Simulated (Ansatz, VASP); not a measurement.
Li3CaO4 in VASP and in Ansatz

```
Li Ca O
1.0
     4.46250    0.00000    0.00000
     0.00000    4.46250    0.00000
     0.00000    0.00000    4.46250
Li Ca O
3 1 4
Cartesian
  2.2313 2.2313 0.0000
  2.2313 0.0000 2.2313
  0.0000 2.2313 2.2313
  0.0000 0.0000 0.0000
  2.2313 2.2313 2.2313
  0.0000 0.0000 2.2313
  0.0000 2.2313 0.0000
  2.2313 0.0000 0.0000
```

Alike in both runs: task single point; functional PBE; k mesh 4 × 4 × 4; occupations gaussian, width 0.1 eV; collinear spin.

|  | VASP | Ansatz |
| --- | --- | --- |
| version | VASP 6.6.1 | Ansatz 0.2.0 |
| potentials or method | VASP PAW PBE potentials, release 64 (Li_sv, Ca_sv, O), cutoff 520 eV | scalar-relativistic, plane waves, PAW |
| valence electrons in the cell | 43 | 43 |

```tsv
	VASP	Ansatz	Ansatz less VASP
gap on the k mesh at the Fermi level (eV)	none	none	-
net moment per atom (μB)	0.37	0.37	0.000
size of the moment on the site where the two differ most (μB)	0.81	0.92	+0.110
```

Site moments also hang on the region over which each program counts them. A gap of «none» marks a metal or a gap that the smearing closes.

Noted on VASP's run: the cutoff is short for stress, so the pressure is rough.
